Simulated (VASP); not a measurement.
# NbSi2 (P6_222) in VASP: single point with PBE+D3(BJ)

Aim: the single point of NbSi2 with PBE+D3(BJ).

Everything below comes from runs of VASP 6.6.1. Logs are shortened: lines on timing, memory, paths and dates and some standing lists are left out, and cuts for length are marked.

## 1. The cell of the first run

It takes space group P6_222 (No. 180, hexagonal). The conventional cell has a = 4.749 Å, b = 4.749 Å, c = 6.551 Å, α = 90.00°, β = 90.00°, γ = 120.00°. Nb (site symmetry 222) has 10 Si at 2.59 to 2.80 Å and 4 Nb at 3.23 Å within 3.4 Å. Within 3.4 Å of Si (site symmetry 2) lie 9 Si at 2.55 to 3.30 Å and 5 Nb at 2.59 to 2.80 Å.

## 2. Single point, PBE+D3(BJ)

The input, INCAR:

```
  PREC = Accurate
  ENCUT = 520
  EDIFF = 1E-7
  ISMEAR = 0
  SIGMA = 0.1
  LREAL = F
  LASPH = T
  NELM = 100
  ALGO = Normal
  ISIF = 2
  LWAVE = F
  LCHARG = F
  GGA = PE
  IVDW = 12
  NBANDS = 42
```

The input, KPOINTS:

```
regular mesh
0
Gamma
  9 9 6
```

The input, POSCAR:

```
NbSi2
1.0
    4.7488712863      0.0000000000      0.0000000000
   -2.3744356431      4.1126431732      0.0000000000
    0.0000000000      0.0000000000      6.5508444384
Nb Si
3 6
Direct
    0.5000000000      0.0000000000      0.5000000000
    0.5000000000      0.5000000000      0.8333333333
    0.0000000000      0.5000000000      0.1666666667
    0.1593650489      0.3187300979      0.5000000000
    0.8406349511      0.1593650489      0.8333333333
    0.6812699021      0.8406349511      0.1666666667
    0.8406349511      0.6812699021      0.5000000000
    0.1593650489      0.8406349511      0.8333333333
    0.3187300979      0.1593650489      0.1666666667
```

Potentials or basis: VASP PAW PBE potentials, release 64 (Nb_sv, Si).

On the command line:

```sh
cat potpaw_PBE.64/Nb_sv/POTCAR potpaw_PBE.64/Si/POTCAR > POTCAR
mpirun -np 1 vasp_std > vasp.out
```

OUTCAR:

```text
PREC = Accurate
   ENCUT = 520
   EDIFF = 1E-7
   ISMEAR = 0
   LREAL = F
   LASPH = T
   NELM = 100
   ISIF = 2
   GGA = PE
   IVDW = 12
 IVDW          = 12

 ion  position               nearest neighbor table
   1  0.500  0.000  0.500-   6 2.59   9 2.59   8 2.59   5 2.59   4 2.71   7 2.71   7 2.71   4 2.71
                             4 2.80   7 2.80
   2  0.500  0.500  0.833-   4 2.59   7 2.59   6 2.59   9 2.59   5 2.71   8 2.71   8 2.71   5 2.71
                             8 2.80   5 2.80
   3  0.000  0.500  0.167-   4 2.59   7 2.59   5 2.59   8 2.59   9 2.71   6 2.71   9 2.71   6 2.71
                             6 2.80   9 2.80
   4  0.159  0.319  0.500-   5 2.55   9 2.55   3 2.59   2 2.59   7 2.62   1 2.71   1 2.71   1 2.80
                             7 2.80   7 2.80
   5  0.841  0.159  0.833-   4 2.55   6 2.55   1 2.59   3 2.59   8 2.62   2 2.71   2 2.71   2 2.80
                             8 2.80   8 2.80
   6  0.681  0.841  0.167-   7 2.55   5 2.55   1 2.59   2 2.59   9 2.62   3 2.71   3 2.71   3 2.80
                             9 2.80   9 2.80
   7  0.841  0.681  0.500-   8 2.55   6 2.55   3 2.59   2 2.59   4 2.62   1 2.71   1 2.71   1 2.80
                             4 2.80   4 2.80
   8  0.159  0.841  0.833-   7 2.55   9 2.55   1 2.59   3 2.59   5 2.62   2 2.71   2 2.71   2 2.80
                             5 2.80   5 2.80
   9  0.319  0.159  0.167-   4 2.55   8 2.55   1 2.59   2 2.59   6 2.62   3 2.71   3 2.71   3 2.80
                             6 2.80   6 2.80

  LATTYP: Found a hexagonal cell.
 ALAT       =     4.7488712863
 C/A-ratio  =     1.3794529360

  Lattice vectors:

 A1 = (   4.7488712863,   0.0000000000,   0.0000000000)
 A2 = (  -2.3744356431,   4.1126431732,   0.0000000000)
 A3 = (   0.0000000000,   0.0000000000,   6.5508444384)

Analysis of symmetry for initial positions (statically):
=====================================================================
 Subroutine PRICEL returns:
 Original cell was already a primitive cell.

 Routine SETGRP: Setting up the symmetry group for a
 hexagonal supercell.

 Subroutine GETGRP returns: Found 12 space group operations
 (whereof  4 operations were pure point group operations)
 out of a pool of 24 trial point group operations.

The static configuration has the point symmetry D_2 .
 The point group associated with its full space group is D_6 .

Analysis of symmetry for dynamics (positions and initial velocities):
=====================================================================
 Subroutine PRICEL returns:
 Original cell was already a primitive cell.

 Routine SETGRP: Setting up the symmetry group for a
 hexagonal supercell.

 Subroutine GETGRP returns: Found 12 space group operations
 (whereof  4 operations were pure point group operations)
 out of a pool of 24 trial point group operations.

The dynamic configuration has the point symmetry D_2 .
 The point group associated with its full space group is D_6 .

 Subroutine INISYM returns: Found 12 space group operations
 (whereof  4 operations are pure point group operations),
 and found     1 'primitive' translations

----------------------------------------------------------------------------------------

                                     Primitive cell

  volume of cell :     127.9407

  direct lattice vectors                    reciprocal lattice vectors
     4.748871286  0.000000000  0.000000000     0.210576354  0.121576315  0.000000000
    -2.374435643  4.112643173  0.000000000     0.000000000  0.243152629  0.000000000
     0.000000000  0.000000000  6.550844438     0.000000000  0.000000000  0.152652076

  length of vectors
     4.748871286  4.748871286  6.550844438     0.243152629  0.243152629  0.152652076

  position of ions in fractional coordinates (direct lattice)
     0.500000000  0.000000000  0.500000000
     0.500000000  0.500000000  0.833333333
     0.000000000  0.500000000  0.166666667
     0.159365049  0.318730098  0.500000000
     0.840634951  0.159365049  0.833333333
     0.681269902  0.840634951  0.166666667
     0.840634951  0.681269902  0.500000000
     0.159365049  0.840634951  0.833333333
     0.318730098  0.159365049  0.166666667

  ion indices of the primitive-cell ions
   primitive index   ion index
                 1           1
                 2           2
                 3           3
                 4           4
                 5           5
                 6           6
                 7           7
                 8           8
                 9           9

----------------------------------------------------------------------------------------

 KPOINTS: regular mesh

Automatic generation of k-mesh.
 Grid dimensions read from file:
 generate k-points for:    9    9    6

 Generating k-lattice:

  Cartesian coordinates                     Fractional coordinates (reciprocal lattice)
     0.023397373  0.013508479  0.000000000     0.111111111 -0.000000000  0.000000000
     0.000000000  0.027016959  0.000000000     0.000000000  0.111111111  0.000000000
     0.000000000  0.000000000  0.025442013     0.000000000  0.000000000  0.166666667

  Length of vectors
     0.027016959  0.027016959  0.025442013

  Shift w.r.t. Gamma in fractional coordinates (k-lattice)
     0.000000000  0.000000000  0.000000000

 Subroutine IBZKPT returns following result:
 ===========================================

 Found     48 irreducible k-points:

 Following reciprocal coordinates:
            Coordinates               Weight
  0.000000  0.000000  0.000000      1.000000
  0.111111  0.000000  0.000000      6.000000
  0.222222 -0.000000  0.000000      6.000000
  0.333333 -0.000000  0.000000      6.000000
  0.444444 -0.000000  0.000000      6.000000
  0.111111  0.111111  0.000000      6.000000
[... 16 lines left out ...]
  0.333333  0.222222  0.166667     24.000000
  0.333333  0.333333  0.166667      4.000000
 [... further k-points ...]
   k-points           NKPTS =     48   k-points in BZ     NKDIM =     48   number of bands    NBANDS=     42
   number of dos      NEDOS =    301   number of ions     NIONS =      9
   total plane-waves  NPLWV =  64800
   dimension x,y,z NGX =    36 NGY =   36 NGZ =   50
   dimension x,y,z NGXF=    72 NGYF=   72 NGZF=  100
   ions per type =               3   6
   NGX,Y,Z   is equivalent  to a cutoff of  12.60, 12.60, 12.69 a.u.
   NGXF,Y,Z  is equivalent  to a cutoff of  25.21, 25.21, 25.38 a.u.
 SYSTEM =  unknown system
   PREC   = accura    normal or accurate (medium, high low for compatibility)
   ISTART =      0    job   : 0-new  1-cont  2-samecut
   ICHARG =      2    charge: 1-file 2-atom 10-const
   ISPIN  =      1    spin polarized calculation?
   LNONCOLLINEAR =      F non collinear calculations
   LSORBIT =      F    spin-orbit coupling
   LASPH  =      T    aspherical Exc in radial PAW
   ENCUT  =  520.0 eV  38.22 Ry    6.18 a.u.   8.83  8.83 12.18*2*pi/ulx,y,z
   NELM   =    100;   NELMIN=  2; NELMDL= -5     # of ELM steps
   EDIFF  = 0.1E-06   stopping-criterion for ELM
   LREAL  =      F    real-space projection
   EDIFFG = 0.1E-05   stopping-criterion for IOM
   NSW    =      0    number of steps for IOM
   IBRION =     -1    ionic relax: 0-MD 1-quasi-New 2-CG
   NFREE  =      0    steps in history (QN), initial steepest desc. (CG)
   ISIF   =      2    stress and relaxation
   ISYM   =      2    0-nonsym 1-usesym 2-fastsym
   POTIM  = 0.5000    time-step for ionic-motion
   TEBEG  =    0.0;   TEEND  =   0.0 temperature during run
   PSTRESS=    0.0 pullay stress
   NELECT =      63.0000    total number of electrons
   NUPDOWN=      -1.0000    fix difference up-down
   EMIN   =  10.00;   EMAX   =-10.00  energy-range for DOS
   EFERMI =   0.00;   METHOD = LEGACY
   ISMEAR =     0;   SIGMA  =   0.10  broadening in eV -4-tet -1-fermi 0-gaus
   EFERMI_NEDOS =   21; number of points for ismear=-14 and -15
   IALGO  =     38    algorithm
   IMIX   =      4    mixing-type and parameters
     AMIX     =   0.40;   BMIX     =  1.00
     AMIX_MAG =   1.60;   BMIX_MAG =  1.00
  volume/ion in A,a.u.               =      14.22        95.93
  Fermi-wavevector in a.u.,A,eV,Ry     =   1.292763  2.442967 22.738534  1.671235
  Thomas-Fermi vector in A             =   2.424450
   LORBIT       =      0    0 simple, 1 ext, 2 COOP (PROOUT), +10 PAW based schemes
   GGA     = PE    functional components
   LHFCALC =     F    Hartree Fock is set to
   AEXX    =    0.0000 exact exchange contribution
   IVDW    =    12    specifies the selected vdW correction
   LEPSILON=     F    determine dielectric tensor
   LRPA    =     F    only Hartree local field effects (RPA)
 non-spin polarized calculation
 Gauss-broadening in eV      SIGMA  =   0.10
  energy-cutoff  :      520.00
  volume of cell :      127.94
 maximum number of plane-waves:      3468
 NGX is ok and might be reduce to    36
   NGX = 17   NGY = 17   NGZ = 25

 number of electron      62.9999997 magnetization

 Free energy of the ion-electron system (eV)
  ---------------------------------------------------
  ext. energy  EPLUGINS =         0.00000000
  ---------------------------------------------------
  free energy    TOTEN  =       -68.12971763 eV

  energy without entropy =      -68.10724989  energy(sigma->0) =      -68.11848376

 E-fermi :  11.7888     XC(G=0): -12.1186

 val. band max:       11.7847420542   @ k =   0.3333   0.1111   0.3333
 cond. band min:      11.7965853632   @ k =   0.3333   0.2222   0.0000
 fundamental gap:      0.0118433090
 Fermi energy:        11.7887794582

 k-point     1 :       0.0000    0.0000    0.0000
  band No.  band energies     occupation
      1     -42.7631      2.00000
      2     -42.7216      2.00000
      3     -42.7216      2.00000
      4     -19.0318      2.00000
      5     -19.0318      2.00000
      6     -19.0226      2.00000
[... 34 lines left out ...]
     41      15.8174      0.00000
     42      15.8179      0.00000
[... 994 lines left out ...]
      2     -42.7375      2.00000
      3     -42.7224      2.00000
      4     -19.0985      2.00000
      5     -19.0587      2.00000
      6     -19.0217      2.00000
[... 34 lines left out ...]
     41      15.5588      0.00000
     42      15.8967      0.00000

 [... further k-points ...]

------------------------ aborting loop because EDIFF is reached ----------------------------------------

 Edisp (eV)   -5.26709

 E8    (eV) :    -2.3326

  FORCE on cell =-STRESS in cart. coord.  units (eV):
  Direction    XX          YY          ZZ          XY          YZ          ZX
  --------------------------------------------------------------------------------------
  -------------------------------------------------------------------------------------
  Total      -0.19858    -0.19858    -0.23872    -0.00000     0.00000     0.00000
  in kB      -2.48674    -2.48674    -2.98946    -0.00000     0.00000     0.00000
  external pressure =       -2.65 kB  Pullay stress =        0.00 kB

 VOLUME and BASIS-vectors are now :
 -----------------------------------------------------------------------------
  energy-cutoff  :      520.00
  volume of cell :      127.94
      direct lattice vectors                 reciprocal lattice vectors
     4.748871286  0.000000000  0.000000000     0.210576354  0.121576315  0.000000000
    -2.374435643  4.112643173  0.000000000     0.000000000  0.243152629  0.000000000
     0.000000000  0.000000000  6.550844438     0.000000000  0.000000000  0.152652076

 POSITION                                       TOTAL-FORCE (eV/Angst)
 -----------------------------------------------------------------------------------
      2.37444      0.00000      3.27542         0.000000      0.000000     -0.000000
      1.18722      2.05632      5.45904         0.000000      0.000000      0.000000
     -1.18722      2.05632      1.09181         0.000000      0.000000      0.000000
     -0.00000      1.31082      3.27542         0.000000      0.000505     -0.000000
      3.61367      0.65541      5.45904        -0.000437      0.000252     -0.000000
      1.23923      3.45723      1.09181        -0.000437     -0.000252     -0.000000
      2.37444      2.80182      3.27542        -0.000000     -0.000505     -0.000000
     -1.23923      3.45723      5.45904         0.000437     -0.000252     -0.000000
      1.13521      0.65541      1.09181         0.000437      0.000252     -0.000000
 -----------------------------------------------------------------------------------
    total drift:                               -0.000000      0.000000      0.000001

  FREE ENERGIE OF THE ION-ELECTRON SYSTEM (eV)
  ---------------------------------------------------
  free  energy   TOTEN  =       -73.3968034432 eV

  energy  without entropy=      -73.3743357015  energy(sigma->0) =      -73.38556957
```

Run time: 2.9 min. Hardware: 1 thread of Intel Xeon Platinum 8488C (Sapphire Rapids), shared host; peak memory 0.36 GiB.

What came out:

```yaml
Free_energy: -73.3968 eV
Pressure: -0.3 GPa
Band_gap_on_the_k_mesh: zero (an odd number of electrons rules out a gap without spin polarisation)
Dispersion_energy_per_atom: -0.585 eV
```

Caveat: an odd number of electrons without spin polarisation forces a metal; a magnetic or distorted state may lie lower.
